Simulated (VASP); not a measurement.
# PtSe2 (Fm-3m) in VASP: notebook, part 2 of 2

VASP 6.6.1. The steps go on from the part before.

### Step 5. Single point, PBE

This run uses another cell than the first one, of 20.46 Å³/atom.

File INCAR:

```
SYSTEM = PtSe2
PREC = Accurate
ENCUT = 520
EDIFF = 1E-6
ISMEAR = -1
SIGMA = 0.02
LREAL = .False.
LASPH = .True.
NELM = 60
ALGO = Normal
ISIF = 2
LWAVE = .False.
LCHARG = .False.
GGA = PE
NBANDS = 18
```

File KPOINTS:

```
Automatic mesh
0
Gamma
  8 8 8
  0 0 0
```

File POSCAR:

```
PtSe2
1.0
    0.0000000000      3.1308957810      3.1308957810
    3.1308957810      0.0000000000      3.1308957810
    3.1308957810      3.1308957810      0.0000000000
Pt Se
1 2
Direct
    0.0000000000      0.0000000000      0.0000000000
    0.2500000000      0.2500000000      0.2500000000
    0.7500000000      0.7500000000      0.7500000000
```

Potentials or basis: VASP PAW PBE potentials, release 64 (Pt, Se).

Run with:

```
cat potpaw_PBE.64/Pt/POTCAR potpaw_PBE.64/Se/POTCAR > POTCAR
mpirun -np 1 vasp_std > vasp.out
```

OUTCAR:

```text
SYSTEM = PtSe2
   PREC = Accurate
   ENCUT = 520
   EDIFF = 1E-6
   ISMEAR = -1
   LREAL = .False.
   LASPH = .True.
   NELM = 60
   ISIF = 2
   GGA = PE

 ion  position               nearest neighbor table
   1  0.000  0.000  0.000-   3 2.71   3 2.71   3 2.71   2 2.71   3 2.71   2 2.71   2 2.71   2 2.71

   2  0.250  0.250  0.250-   1 2.71   1 2.71   1 2.71   1 2.71
   3  0.750  0.750  0.750-   1 2.71   1 2.71   1 2.71   1 2.71

  LATTYP: Found a face centered cubic cell.
 ALAT       =     6.2617915620

  Lattice vectors:

 A1 = (   0.0000000000,   3.1308957810,   3.1308957810)
 A2 = (   3.1308957810,   0.0000000000,   3.1308957810)
 A3 = (   3.1308957810,   3.1308957810,   0.0000000000)

Analysis of symmetry for initial positions (statically):
=====================================================================
 Subroutine PRICEL returns:
 Original cell was already a primitive cell.

 Routine SETGRP: Setting up the symmetry group for a
 face centered cubic supercell.

 Subroutine GETGRP returns: Found 48 space group operations
[... 165 lines left out ...]
  energy without entropy =      -12.80849773  energy(sigma->0) =      -12.81302929

 E-fermi :   6.9965     XC(G=0): -10.6791

 val. band max:        6.9961837102   @ k =   0.3750   0.2500   0.0000
 cond. band min:       6.9977367951   @ k =   0.2500   0.0000   0.0000
 fundamental gap:      0.0015530849
 Fermi energy:         6.9964514282

 k-point     1 :       0.0000    0.0000    0.0000
  band No.  band energies     occupation
      1      -9.2624      2.00000
      2      -5.3405      2.00000
      3       0.0949      2.00000
      4       0.0949      2.00000
      5       0.0949      2.00000
      6       3.0137      2.00000
[... 481 lines left out ...]
      5       1.2018      2.00000
      6       2.2812      2.00000
[... 10 lines left out ...]
     17      14.9809      0.00000
     18      15.8189      0.00000

 [... further k-points ...]

------------------------ aborting loop because EDIFF is reached ----------------------------------------

  FORCE on cell =-STRESS in cart. coord.  units (eV):
  Direction    XX          YY          ZZ          XY          YZ          ZX
  --------------------------------------------------------------------------------------
  -------------------------------------------------------------------------------------
  Total        0.5501909      0.5501909      0.5501909      0.0000000     -0.0000000      0.0000000
  in kB       14.3611150     14.3611150     14.3611150      0.0000000     -0.0000000      0.0000000
  external PRESSURE =      14.3611150 kB  Pullay stress =       0.0000000 kB

 VOLUME and BASIS-vectors are now :
 -----------------------------------------------------------------------------
  energy-cutoff  :      520.00
  volume of cell :       61.38
      direct lattice vectors                 reciprocal lattice vectors
     0.000000000  3.130895781  3.130895781    -0.159698704  0.159698704  0.159698704
     3.130895781  0.000000000  3.130895781     0.159698704 -0.159698704  0.159698704
     3.130895781  3.130895781  0.000000000     0.159698704  0.159698704 -0.159698704

 POSITION                                       TOTAL-FORCE (eV/Angst)
 -----------------------------------------------------------------------------------
      0.00000      0.00000      0.00000         0.000000      0.000000     -0.000000
      1.56545      1.56545      1.56545        -0.000000     -0.000000      0.000000
      4.69634      4.69634      4.69634         0.000000      0.000000     -0.000000
 -----------------------------------------------------------------------------------
    total drift:                               -0.000000      0.000000      0.000000

  FREE ENERGIE OF THE ION-ELECTRON SYSTEM (eV)
  ---------------------------------------------------
  free  energy   TOTEN  =       -12.8175608556 eV

  energy  without entropy=      -12.8084977320  energy(sigma->0) =      -12.81302929
```

OSZICAR:

```text
N       E                     dE             d eps       ncg     rms          rms(c)
DAV:   1     0.107230758602E+03    0.10723E+03   -0.98317E+03  1052   0.107E+03
DAV:   2    -0.803320976034E+01   -0.11526E+03   -0.11127E+03  1300   0.206E+02
DAV:   3    -0.132427696458E+02   -0.52096E+01   -0.51387E+01  1238   0.428E+01
DAV:   4    -0.132887501111E+02   -0.45980E-01   -0.45956E-01  1248   0.435E+00
DAV:   5    -0.132892468288E+02   -0.49672E-03   -0.49669E-03  1244   0.439E-01    0.116E+01
DAV:   6    -0.131343139246E+02    0.15493E+00   -0.45782E+00  1096   0.156E+01    0.950E+00
DAV:   7    -0.128275592043E+02    0.30675E+00   -0.88912E-01  1090   0.816E+00    0.478E+00
DAV:   8    -0.128272236226E+02    0.33558E-03   -0.10992E-01  1090   0.194E+00    0.963E-01
DAV:   9    -0.128176762629E+02    0.95474E-02   -0.24432E-02  1096   0.127E+00    0.336E-01
DAV:  10    -0.128181693157E+02   -0.49305E-03   -0.21136E-03  1174   0.299E-01    0.188E-01
DAV:  11    -0.128176448920E+02    0.52442E-03   -0.32202E-03  1130   0.448E-01    0.748E-02
DAV:  12    -0.128175960435E+02    0.48848E-04   -0.20328E-04  1162   0.986E-02    0.541E-02
DAV:  13    -0.128175933882E+02    0.26553E-05   -0.30866E-06  1228   0.101E-02    0.490E-02
DAV:  14    -0.128175605845E+02    0.32804E-04   -0.11214E-04  1096   0.811E-02    0.659E-03
DAV:  15    -0.128175608556E+02   -0.27115E-06   -0.85406E-06  1122   0.198E-02
   1 F= -.12817561E+02 E0= -.12813029E+02  d E =-.906312E-02
```

stdout:

```text
POSCAR found type information on POSCAR PtSe
 POSCAR found :  2 types and       3 ions
 scaLAPACK will be used
 LDA part: xc-table for (Slater+PW92), standard interpolation
 POSCAR, INCAR and KPOINTS ok, starting setup
 FFT: planning ... GRIDC
 FFT: planning ... GRID_SOFT
 FFT: planning ... GRID
 WAVECAR not read
 entering main loop
```

Wall time 45 s (1 thread of Intel Xeon Platinum 8488C (Sapphire Rapids), shared host); peak memory 0.21 GiB.

Results:

- Free energy: -12.8176 eV
- Pressure: 1.4 GPa
- Band gap on the k mesh: zero (bands 11 and 12 overlap by 0.46 eV)

Caveat: spin-orbit coupling is left out, which moves the levels of the heavy elements.

### Step 6. Summary

| level | potentials or basis | cell | k mesh | gap on the mesh (eV) | pressure (GPa) |
| --- | --- | --- | --- | --- | --- |
| LDA | VASP PAW LDA potentials, release 64 (Pt, Se) | a = 4.356 Å, angles 60.0°, 3 atoms | 6 × 6 × 6 | none | 0.3 |
| PBEsol | VASP PAW PBE potentials, release 64 (Pt, Se) | a = 4.384 Å, angles 60.0°, 3 atoms | 6 × 6 × 6 | none | 0.0 |
| r2SCAN | VASP PAW PBE potentials, release 64 (Pt, Se) | a = 4.428 Å, angles 60.0°, 3 atoms | 6 × 6 × 6 | none | 0.0 |
| PBE | VASP PAW PBE potentials, release 64 (Pt, Se) | a = 4.428 Å, angles 60.0°, 3 atoms | 8 × 8 × 8 | none | 1.4 |

Alike in all rows: task single point; no spin polarisation; cutoff (eV) 520; smearing fermi-dirac 0.02 eV.

Caveats: spin-orbit coupling is left out, which moves the levels of the heavy elements; the PAW data sets were made with another functional, which shifts forces and pressure a little (at least some runs).

Total energies depend on the potentials used, so only differences within one code and one set of settings carry meaning.
